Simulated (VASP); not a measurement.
Set up this calculation in VASP 6.6.1, as the native input.

```
Task                   : relaxation of cell and atoms
Functional             : PBE
Potentials or basis    : VASP PAW PBE potentials, release 64 (Rb_sv)
Cutoff                 : 600 eV
k mesh                 : 10 × 10 × 10
Occupations            : fermi-dirac, width 0.08 eV
Spin                   : no spin polarisation
Dipole correction      : no
Further INCAR settings : ALGO = Normal; EDIFF = 1e-07; IBRION = 2; EDIFFG = -0.005; NSW = 60; ISIF = 3
```

The structure of Rb lies in POSCAR:

```
Rb
1.0
    0.0000000000      3.5730106134      3.5730106134
    3.5730106134      0.0000000000      3.5730106134
    3.5730106134      3.5730106134      0.0000000000
Rb
1
Direct
    0.0000000000      0.0000000000      0.0000000000
```

These files were run (other wordings do the same):

INCAR

```
SYSTEM = Rb
ALGO = Normal ; EDIFF = 1E-7
EDIFFG = -0.005 ; ENCUT = 600
GGA = PE ; IBRION = 2
ISIF = 3 ; ISMEAR = -1
LASPH = .TRUE. ; LCHARG = .FALSE.
LREAL = .FALSE. ; LWAVE = .FALSE.
NELM = 100 ; NSW = 60
PREC = Accurate ; SIGMA = 0.08
```

KPOINTS

```
k-points
0
G
  10 10 10
  0 0 0
```

Potentials or basis: VASP PAW PBE potentials, release 64 (Rb_sv).

Launch:

```sh
$ cat potpaw_PBE.64/Rb_sv/POTCAR > POTCAR
$ mpirun -np 1 vasp_std > vasp.out
```

It gave:

| Item | Value |
| --- | --- |
| Relaxed volume | 91.31 Å³/atom |
| Relaxed cell | a = 5.054 Å, b = 5.054 Å, c = 5.054 Å, α = 60.00°, β = 60.00°, γ = 60.00° |
| Space group after relaxing (to 0.05 Å) | Fm-3m (No. 225) |
| Energy gained by relaxing | 0.0 meV/atom |
| Ionic steps | 2 |
| Pressure after relaxing | 0.0 GPa |

Run time: 86 s on 1 thread of AMD EPYC 7R43 64-Core Processor (Zen 3), with other jobs on the host, peak memory 0.22 GiB.
